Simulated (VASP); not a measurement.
Wanted: the native input for a VASP 6.6.1 run.

- Task: single point
- Functional: PBEsol
- Potentials or basis: VASP PAW PBE potentials, release 64 (C)
- Cutoff: 520 eV
- k mesh: 18 × 18 × 18
- Occupations: gaussian, width 0.01 eV
- Spin: no spin polarisation
- Dipole correction: no
- Further INCAR settings: ALGO = Normal; EDIFF = 1e-06; NBANDS = 16

The structure of C lies in POSCAR:

```
C
1.0
    1.2293969766      0.7097926754      7.7007249886
   -1.2293969766      0.7097926754      7.7007249886
    0.0000000000     -1.4195853508      7.7007249886
C
4
Direct
    0.9209657597      0.9209657597      0.9209657597
    0.2542912230      0.2542912230      0.2542912230
    0.7457087770      0.7457087770      0.7457087770
    0.0790342403      0.0790342403      0.0790342403
```

One way to write it, as run:

INCAR

```
SYSTEM = C
ALGO = Normal
EDIFF = 1E-6
ENCUT = 520
GGA = PS
ISIF = 2
ISMEAR = 0
LASPH = .TRUE.
LCHARG = .TRUE.
LELF = .TRUE.
LREAL = .FALSE.
LVHAR = .TRUE.
LWAVE = .FALSE.
NBANDS = 16
NELM = 100
PREC = Accurate
SIGMA = 0.01
```

KPOINTS

```
k-points
0
G
  18 18 18
  0 0 0
```

Potentials or basis: VASP PAW PBE potentials, release 64 (C).

Command:

```sh
$ cat potpaw_PBE.64/C/POTCAR > POTCAR
$ mpirun -np 1 vasp_std > vasp.out
```

Results of the run:

```yaml
Pressure: 0.6 GPa
```

Caveat: this functional lacks dispersion, which binds the layers, so the pressure and a relaxed spacing across them are unreliable; the PAW data sets were made with another functional, which shifts forces and pressure a little.

It took 65 min on 1 thread of AMD EPYC 7R43 64-Core Processor (Zen 3), with other jobs on the host, peak memory 0.6 GiB.
